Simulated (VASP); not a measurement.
# CoO (P6_3mc) in VASP: single point with LDA

Aim: the single point of CoO with LDA.

Everything below comes from runs of VASP 6.6.1. Logs are shortened: lines on timing, memory, paths and dates and some standing lists are left out, and cuts for length are marked.

### 1 The cell of the first run

The structure is hexagonal, space group P6_3mc (No. 186). Conventional cell: a = 2.652 Å, b = 2.652 Å, c = 5.907 Å, α = 90.00°, β = 90.00°, γ = 120.00°. Within 2.4 Å of Co (site symmetry 3m) lie 4 O at 1.82 to 1.91 Å. O (site symmetry 3m) has 4 Co at 1.82 to 1.91 Å within 2.4 Å.

### 2 Single point, LDA, collinear spin, antiferromagnetic start

File INCAR:

```
PREC = Accurate
ENCUT = 600
EDIFF = 1E-6
ISMEAR = 0
SIGMA = 0.1
LREAL = F
LASPH = T
NELM = 200
ALGO = Normal
ISIF = 2
LWAVE = F
LCHARG = T
ISPIN = 2
MAGMOM = -1.39 1.39 0 0
LORBIT = 11
LMAXMIX = 4
GGA = CA
LELF = T
LVHAR = T
NBANDS = 27
GGA_COMPAT = F
```

File KPOINTS:

```
Automatic mesh
0
Gamma
  18 18 8
```

File POSCAR:

```
CoO
1.0
    2.6523787591      0.0000000000      0.0000000000
   -1.3261893796      2.2970273859      0.0000000000
    0.0000000000      0.0000000000      5.9071648577
Co O
2 2
Direct
    0.0000000000      0.0000000000      0.0336082806
    0.3333333333      0.6666666667      0.5336058820
    0.0000000000      0.0000000000      0.3413928709
    0.3333333333      0.6666666667      0.8413939666
```

Potentials or basis: VASP PAW LDA potentials, release 64 (Co, O).

Command:

```bash
cat potpaw_LDA.64/Co/POTCAR potpaw_LDA.64/O/POTCAR > POTCAR
mpirun -np 1 vasp_std > vasp.out
```

OUTCAR:

```text
PREC = Accurate
   ENCUT = 600
   EDIFF = 1E-6
   ISMEAR = 0
   LREAL = F
   LASPH = T
   NELM = 200
   ISIF = 2
   ISPIN = 2
   LORBIT = 11
   GGA = CA

 ion  position               nearest neighbor table
   1  0.000  0.000  0.034-   3 1.82   4 1.91   4 1.91   4 1.91
   2  0.333  0.667  0.534-   4 1.82   3 1.91   3 1.91   3 1.91
   3  0.000  0.000  0.341-   1 1.82   2 1.91   2 1.91   2 1.91
   4  0.333  0.667  0.841-   2 1.82   1 1.91   1 1.91   1 1.91

  LATTYP: Found a hexagonal cell.
 ALAT       =     2.6523787591
 C/A-ratio  =     2.2271196515

  Lattice vectors:

 A1 = (   2.6523787591,   0.0000000000,   0.0000000000)
 A2 = (  -1.3261893796,   2.2970273859,   0.0000000000)
 A3 = (   0.0000000000,   0.0000000000,   5.9071648577)

Analysis of symmetry for initial positions (statically):
=====================================================================
 Subroutine PRICEL returns:
 Original cell was already a primitive cell.

 Routine SETGRP: Setting up the symmetry group for a
 hexagonal supercell.

 Subroutine GETGRP returns: Found 12 space group operations
 (whereof  6 operations were pure point group operations)
 out of a pool of 24 trial point group operations.

The static configuration has the point symmetry C_3v.
 The point group associated with its full space group is C_6v.

Analysis of symmetry for dynamics (positions and initial velocities):
=====================================================================
 Subroutine PRICEL returns:
 Original cell was already a primitive cell.

 Routine SETGRP: Setting up the symmetry group for a
 hexagonal supercell.

 Subroutine GETGRP returns: Found 12 space group operations
 (whereof  6 operations were pure point group operations)
 out of a pool of 24 trial point group operations.

The dynamic configuration has the point symmetry C_3v.
 The point group associated with its full space group is C_6v.

Analysis of structural, dynamic, and magnetic symmetry:
=====================================================================
 Subroutine PRICEL returns:
 Original cell was already a primitive cell.

 Routine SETGRP: Setting up the symmetry group for a
 hexagonal supercell.

 Subroutine GETGRP returns: Found 12 space group operations
 (whereof  6 operations were pure point group operations)
 out of a pool of 24 trial point group operations.

The overall configuration has the point symmetry C_3v.
 The point group associated with its full space group is C_6v.

 Subroutine INISYM returns: Found 12 space group operations
 (whereof  6 operations are pure point group operations),
 and found     1 'primitive' translations

----------------------------------------------------------------------------------------

                                     Primitive cell

  volume of cell :      35.9899

  direct lattice vectors                    reciprocal lattice vectors
     2.652378759  0.000000000  0.000000000     0.377020060  0.217672633  0.000000000
    -1.326189380  2.297027386  0.000000000     0.000000000  0.435345267  0.000000000
     0.000000000  0.000000000  5.907164858     0.000000000  0.000000000  0.169285948

  length of vectors
     2.652378759  2.652378759  5.907164858     0.435345267  0.435345267  0.169285948

  position of ions in fractional coordinates (direct lattice)
     0.000000000  0.000000000  0.033608281
     0.333333333  0.666666667  0.533605882
     0.000000000  0.000000000  0.341392871
     0.333333333  0.666666667  0.841393967

  ion indices of the primitive-cell ions
   primitive index   ion index
                 1           1
                 2           2
                 3           3
                 4           4

----------------------------------------------------------------------------------------

 KPOINTS: Automatic mesh

Automatic generation of k-mesh.
 Grid dimensions read from file:
 generate k-points for:   18   18    8

 Generating k-lattice:

  Cartesian coordinates                     Fractional coordinates (reciprocal lattice)
     0.020945559  0.012092924  0.000000000     0.055555556  0.000000000  0.000000000
     0.000000000  0.024185848  0.000000000     0.000000000  0.055555556  0.000000000
     0.000000000  0.000000000  0.021160743     0.000000000  0.000000000  0.125000000

  Length of vectors
     0.024185848  0.024185848  0.021160743

  Shift w.r.t. Gamma in fractional coordinates (k-lattice)
     0.000000000  0.000000000  0.000000000

 Subroutine IBZKPT returns following result:
 ===========================================

 Found    185 irreducible k-points:

 Following reciprocal coordinates:
            Coordinates               Weight
  0.000000  0.000000  0.000000      1.000000
  0.055556  0.000000  0.000000      6.000000
  0.111111  0.000000  0.000000      6.000000
  0.166667  0.000000  0.000000      6.000000
  0.222222  0.000000  0.000000      6.000000
  0.277778  0.000000  0.000000      6.000000
[... 16 lines left out ...]
  0.333333  0.111111  0.000000     12.000000
  0.388889  0.111111  0.000000     12.000000
 [... further k-points ...]
   k-points           NKPTS =    185   k-points in BZ     NKDIM =    185   number of bands    NBANDS=     27
   number of dos      NEDOS =    301   number of ions     NIONS =      4
   total plane-waves  NPLWV =  27648
   dimension x,y,z NGX =    24 NGY =   24 NGZ =   48
   dimension x,y,z NGXF=    48 NGYF=   48 NGZF=   96
   ions per type =               2   2
   NGX,Y,Z   is equivalent  to a cutoff of  15.04, 15.04, 13.51 a.u.
   NGXF,Y,Z  is equivalent  to a cutoff of  30.09, 30.09, 27.02 a.u.
 SYSTEM =  unknown system
   PREC   = accura    normal or accurate (medium, high low for compatibility)
   ISTART =      0    job   : 0-new  1-cont  2-samecut
   ICHARG =      2    charge: 1-file 2-atom 10-const
   ISPIN  =      2    spin polarized calculation?
   LNONCOLLINEAR =      F non collinear calculations
   LSORBIT =      F    spin-orbit coupling
   LASPH  =      T    aspherical Exc in radial PAW
   ENCUT  =  600.0 eV  44.10 Ry    6.64 a.u.   5.30  5.30 11.80*2*pi/ulx,y,z
   NELM   =    200;   NELMIN=  2; NELMDL= -5     # of ELM steps
   EDIFF  = 0.1E-05   stopping-criterion for ELM
   LREAL  =      F    real-space projection
   EDIFFG = 0.1E-04   stopping-criterion for IOM
   NSW    =      0    number of steps for IOM
   IBRION =     -1    ionic relax: 0-MD 1-quasi-New 2-CG
   NFREE  =      0    steps in history (QN), initial steepest desc. (CG)
   ISIF   =      2    stress and relaxation
   ISYM   =      2    0-nonsym 1-usesym 2-fastsym
   POTIM  = 0.5000    time-step for ionic-motion
   TEBEG  =    0.0;   TEEND  =   0.0 temperature during run
   PSTRESS=    0.0 pullay stress
   NELECT =      30.0000    total number of electrons
   NUPDOWN=      -1.0000    fix difference up-down
   EMIN   =  10.00;   EMAX   =-10.00  energy-range for DOS
   EFERMI =   0.00;   METHOD = LEGACY
   ISMEAR =     0;   SIGMA  =   0.10  broadening in eV -4-tet -1-fermi 0-gaus
   EFERMI_NEDOS =   21; number of points for ismear=-14 and -15
   IALGO  =     38    algorithm
   IMIX   =      4    mixing-type and parameters
     AMIX     =   0.40;   BMIX     =  1.00
     AMIX_MAG =   1.60;   BMIX_MAG =  1.00
  volume/ion in A,a.u.               =       9.00        60.72
  Fermi-wavevector in a.u.,A,eV,Ry     =   1.540713  2.911525 32.297448  2.373795
  Thomas-Fermi vector in A             =   2.646761
   LORBIT       =     11    0 simple, 1 ext, 2 COOP (PROOUT), +10 PAW based schemes
   GGA     = CA    functional components
   LHFCALC =     F    Hartree Fock is set to
   AEXX    =    0.0000 exact exchange contribution
   IVDW    =     0    specifies the selected vdW correction
   LEPSILON=     F    determine dielectric tensor
   LRPA    =     F    only Hartree local field effects (RPA)
 spin polarized calculation
 Gauss-broadening in eV      SIGMA  =   0.10
  energy-cutoff  :      600.00
  volume of cell :       35.99
 maximum number of plane-waves:      1236
 NGX is ok and might be reduce to    24
   NGX = 11   NGY = 11   NGZ = 23

 number of electron      29.9999997 magnetization      -0.0000000

 Free energy of the ion-electron system (eV)
  ---------------------------------------------------
  ext. energy  EPLUGINS =         0.00000000
  ---------------------------------------------------
  free energy    TOTEN  =       -30.55209561 eV

  energy without entropy =      -30.53540476  energy(sigma->0) =      -30.54375019

 E-fermi :   8.0097     XC(G=0): -13.2241

 val. band max:        8.0058368428   @ k =   0.2222   0.0556   0.3750
 cond. band min:       8.0100657802   @ k =   0.1111   0.1111   0.3750
 fundamental gap:      0.0042289375
 Fermi energy:         8.0096745068

 spin component 1

 k-point     1 :       0.0000    0.0000    0.0000
  band No.  band energies     occupation
      1     -12.5926      1.00000
      2     -11.8619      1.00000
      3      -0.6186      1.00000
      4       0.8638      1.00000
      5       3.2317      1.00000
      6       3.2317      1.00000
[... 19 lines left out ...]
     26      29.5394      0.00000
     27      29.5394      0.00000
[... 667 lines left out ...]
      5       1.4585      1.00000
      6       1.6734      1.00000
[... 19 lines left out ...]
     26      26.1368      0.00000
     27      26.4714      0.00000

 [... further k-points ...]

 spin component 2

 k-point     1 :       0.0000    0.0000    0.0000
  band No.  band energies     occupation
      1     -12.5925      1.00000
      2     -11.8621      1.00000
      3      -0.6186      1.00000
      4       0.8637      1.00000
      5       3.2318      1.00000
      6       3.2318      1.00000
[... 19 lines left out ...]
     26      29.5392      0.00000
     27      29.5392      0.00000
[... 667 lines left out ...]
      5       1.4586      1.00000
      6       1.6732      1.00000
[... 19 lines left out ...]
     26      26.1368      0.00000
     27      26.4714      0.00000

 [... further k-points ...]
[... 5 lines left out ...]
  --------------------------------------------------------------------------------------
  -------------------------------------------------------------------------------------
  Total       -0.2282691     -0.2282691     -0.3578891      0.0000000     -0.0000000      0.0000000
  in kB      -10.1619471    -10.1619472    -15.9322932      0.0000000     -0.0000000      0.0000000
  external PRESSURE =     -12.0853958 kB  Pullay stress =       0.0000000 kB

 VOLUME and BASIS-vectors are now :
 -----------------------------------------------------------------------------
  energy-cutoff  :      600.00
  volume of cell :       35.99
      direct lattice vectors                 reciprocal lattice vectors
     2.652378759  0.000000000  0.000000000     0.377020060  0.217672633  0.000000000
    -1.326189380  2.297027386  0.000000000     0.000000000  0.435345267  0.000000000
     0.000000000  0.000000000  5.907164858     0.000000000  0.000000000  0.169285948

 POSITION                                       TOTAL-FORCE (eV/Angst)
 -----------------------------------------------------------------------------------
      0.00000      0.00000      0.19853        -0.000000      0.000000     -0.094536
     -0.00000      1.53135      3.15210        -0.000000      0.000000     -0.094536
      0.00000      0.00000      2.01666        -0.000000      0.000000      0.094536
     -0.00000      1.53135      4.97025         0.000000      0.000000      0.094536
 -----------------------------------------------------------------------------------
    total drift:                                0.000000     -0.000000     -0.000486

  FREE ENERGIE OF THE ION-ELECTRON SYSTEM (eV)
  ---------------------------------------------------
  free  energy   TOTEN  =       -30.5520956120 eV

  energy  without entropy=      -30.5354047583  energy(sigma->0) =      -30.54375019

 total charge

# of ion       s       p       d       tot
------------------------------------------
    1        0.421   0.613   7.326   8.360
    2        0.421   0.613   7.326   8.360
    3        1.559   3.421   0.000   4.980
    4        1.559   3.421   0.000   4.980
--------------------------------------------------
tot          3.959   8.068  14.652  26.679

 magnetization (x)

# of ion       s       p       d       tot
------------------------------------------
    1       -0.003   0.005  -1.577  -1.575
    2        0.003  -0.005   1.577   1.575
    3        0.007   0.064   0.000   0.070
    4       -0.007  -0.064   0.000  -0.070
--------------------------------------------------
tot          0.000   0.000  -0.000  -0.000
```

Run time: 11 min. Hardware: 1 thread of Oxide Virtual Turin-like, shared host; peak memory 0.37 GiB.

Results:

- Free energy: -30.5521 eV
- Pressure: -1.2 GPa
- Largest force: 0.095 eV/Å
- Band gap on the k mesh: zero (filled and empty bands overlap)
- Net moment: 0.00 μB per cell
- Site moments: Co -1.57, +1.57; O +0.07, -0.07 μB
- Valence electrons inside the program's atomic spheres: Co 8.36; O 4.98

Forces in eV/Å, atoms in the order of the input:
```
Co   0.000  0.000 -0.095
Co   0.000  0.000 -0.095
O    0.000  0.000  0.095
O    0.000  0.000  0.095
```

Caveat: semilocal functionals often make such compounds metallic where correlation or magnetic order opens a gap, which also shifts bond lengths. With open d or f shells a metallic result of LDA can be an artefact of self-interaction; +U or a hybrid may open a gap.
